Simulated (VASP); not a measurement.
A run of VASP 6.6.1 is set up as follows.

File INCAR:

```
PREC = Accurate
ENCUT = 520
EDIFF = 1E-7
ISMEAR = -1
SIGMA = 0.05
LREAL = F
LASPH = T
NELM = 150
ALGO = Normal
ISIF = 2
LWAVE = F
LCHARG = T
ISPIN = 2
MAGMOM = 0.667 0.667 0.676 0.676
LORBIT = 11
LMAXMIX = 4
GGA = B5
ALDAX = 1.0
AGGAX = 1.0
AGGAC = 1.0
ALDAC = 0.0
LELF = T
LVHAR = T
NBANDS = 32
```

File KPOINTS:

```
Automatic mesh
0
Gamma
  16 16 5
```

Contents of POSCAR:

```
Ni
1.0
    2.5937857173      0.0000000000      0.0000000000
   -1.2968928587      2.2462843232      0.0000000000
    0.0000000000      0.0000000000      8.4992252401
Ni
4
Direct
    0.0000000000      0.0000000000      1.0000000000
    0.0000000000      0.0000000000      0.5000000000
    0.3333333333      0.6666666667      0.2500000000
    0.6666666667      0.3333333333      0.7500000000
```

Potentials or basis: VASP PAW PBE potentials, release 64 (Ni).

The run is started by

```console
$ cat potpaw_PBE.64/Ni/POTCAR > POTCAR
$ mpirun -np 1 vasp_std > vasp.out
```

Estimate the net moment.

2.49 μB per cell.

What does it give for the site moments?

Ni +0.64, +0.65 μB.

Estimate the pressure.

-10.5 GPa.

Stress tensor (GPa, compression positive):
```
-10.60   0.00   0.00
  0.00 -10.60   0.00
  0.00   0.00 -10.28
```

Caveat: the PAW data sets were made with another functional, which shifts forces and pressure a little.
